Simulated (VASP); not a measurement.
# Sc3Al: single point with PBEsol

The system is Sc3Al.

```
Sc Al
1.0
     3.88263    0.00000    0.00000
     0.00000    3.88263    0.00000
     0.00000    0.00000    4.37479
Sc Al
3 1
Direct
  0.50000 0.00000 0.50000
  0.00000 0.50000 0.50000
  0.50000 0.50000 0.00000
  0.00000 0.00000 0.00000
```

This cell differs from its parent crystal: strain -0.1125 x Voigt [1, 1, 0, 0, 0, 0].

```yaml
Program: VASP 6.6.1
Task: single point
Functional: PBEsol
Potentials_or_basis: VASP PAW PBE potentials, release 64 (Sc_sv, Al)
Cutoff: 520 eV
k_mesh: 12 × 12 × 12
Occupations: gaussian, width 0.15 eV
Spin: no spin polarisation
Dipole_correction: no
Further_INCAR_settings: ALGO = Fast; EDIFF = 1e-06; NBANDS = 26
```

```yaml
Pressure: 24.9 GPa
Band_gap_on_the_k_mesh: zero (bands 18 and 19 overlap by 1.08 eV)
```

Stress tensor (GPa, compression positive):
```
29.28  0.00  0.00
 0.00 29.28  0.00
 0.00  0.00 16.16
```

Levels at points of the mesh, in eV from the Fermi level:
```
           k point  band 15  band 16  band 17  band 18  band 19  band 20  band 21  band 22
(0.00, 0.00, 0.00)    -1.69    -1.23    -0.74    -0.74    -0.58     0.31     2.08     2.08
(0.50, 0.00, 0.00)    -1.53    -1.52    -0.52     0.17     0.20     0.84     1.64     1.87
(0.50, 0.50, 0.00)    -2.56    -1.80    -0.58    -0.13     0.47     0.47     1.16     1.16
(0.00, 0.00, 0.50)    -2.01    -0.56    -0.56    -0.20     0.02     1.11     1.59     1.59
(0.50, 0.00, 0.50)    -2.92    -1.02    -0.94     0.35     0.56     0.76     1.69     1.79
(0.50, 0.50, 0.50)    -1.50    -1.50    -0.79    -0.79    -0.58     1.32     1.32     1.69
```

Wall time 3 min on 1 thread of Intel(R) Xeon(R) 6975P-C (Granite Rapids), with other jobs on the host, peak memory 0.38 GiB.

Caveat: the cell differs from its parent crystal (strain -0.1125 x Voigt [1, 1, 0, 0, 0, 0]); the cell stands under pressure; the PAW data sets were made with another functional, which shifts forces and pressure a little.
